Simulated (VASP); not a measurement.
A run of VASP 6.6.1:

Contents of INCAR:

```
SYSTEM = GaSb
PREC = Accurate ; ENCUT = 520
EDIFF = 1E-6 ; ISMEAR = -1
SIGMA = 0.05 ; LREAL = .FALSE.
LASPH = .TRUE. ; NELM = 100
ALGO = Normal ; ISIF = 2
LWAVE = .FALSE. ; LCHARG = .TRUE.
GGA = RP ; LELF = .TRUE.
LVHAR = .TRUE. ; NBANDS = 16
```

The input KPOINTS:

```
Automatic mesh
0
G
  10 10 10
  0 0 0
```

File POSCAR:

```
GaSb
1.0
   -2.7938662394      2.7938662394      1.5950606776
    2.7938662394     -2.7938662394      1.5950606776
    2.7938662394      2.7938662394     -1.5950606776
Sb Ga
1 1
Direct
    0.0000000000      0.0000000000      0.0000000000
    0.7500000000      0.2500000000      0.5000000000
```

Potentials or basis: VASP PAW PBE potentials, release 64 (Sb, Ga_d).

Command:

```sh
$ cat potpaw_PBE.64/Sb/POTCAR potpaw_PBE.64/Ga_d/POTCAR > POTCAR
$ mpirun -np 1 vasp_std > vasp.out
```

Hardware: 1 thread of Intel(R) Xeon(R) 6975P-C (Granite Rapids), with other jobs on the host.

Task: How long does it take, and how much memory?

Result: Run time: 20 s on 1 thread of Intel(R) Xeon(R) 6975P-C (Granite Rapids) (shared host), peak memory 0.23 GiB. Counts: scf iterations 11, k points 102.
